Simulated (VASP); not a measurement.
Wanted: the native input for a VASP 6.6.1 run.

- Task: single point
- Functional: PBE
- Dispersion: D3(BJ)
- Potentials or basis: VASP PAW PBE potentials, release 64 (Zr_sv, C)
- Cutoff: 520 eV
- k mesh: 20 × 20 × 20
- Occupations: gaussian, width 0.1 eV
- Spin: no spin polarisation
- Dipole correction: no
- Further INCAR settings: ALGO = Normal; EDIFF = 1e-07; NBANDS = 15

The structure of ZrC lies in POSCAR:

```
ZrC
1.0
    0.0000000000      2.3364721175      2.3364721175
    2.3364721175      0.0000000000      2.3364721175
    2.3364721175      2.3364721175      0.0000000000
Zr C
1 1
Direct
    0.0000000000      0.0000000000      0.0000000000
    0.5000000000      0.5000000000      0.5000000000
```

The input as run:

INCAR

```
ALGO = Normal
EDIFF = 1E-7
ENCUT = 520
GGA = PE
ISIF = 2
ISMEAR = 0
IVDW = 12
LASPH = T
LCHARG = F
LREAL = F
LWAVE = F
NBANDS = 15
NELM = 80
PREC = Accurate
SIGMA = 0.1
```

KPOINTS

```
k-points
0
Gamma
  20 20 20
```

Potentials or basis: VASP PAW PBE potentials, release 64 (Zr_sv, C).

The run is started by

```console
$ cat potpaw_PBE.64/Zr_sv/POTCAR potpaw_PBE.64/C/POTCAR > POTCAR
$ mpirun -np 1 vasp_std > vasp.out
```

Results of the run:

```yaml
Pressure: 0.3 GPa
Band_gap_on_the_k_mesh: zero (band 8 reaches 10.76 eV, above the bottom of band 9 at 9.44 eV)
Dispersion_energy_per_atom: -0.407 eV
```

Caveat: pairwise dispersion overbinds metals, which lowers pressure and volume.

It took 99 s on 1 thread of Intel Xeon 6975P-C, with other jobs on the host, peak memory 0.25 GiB.
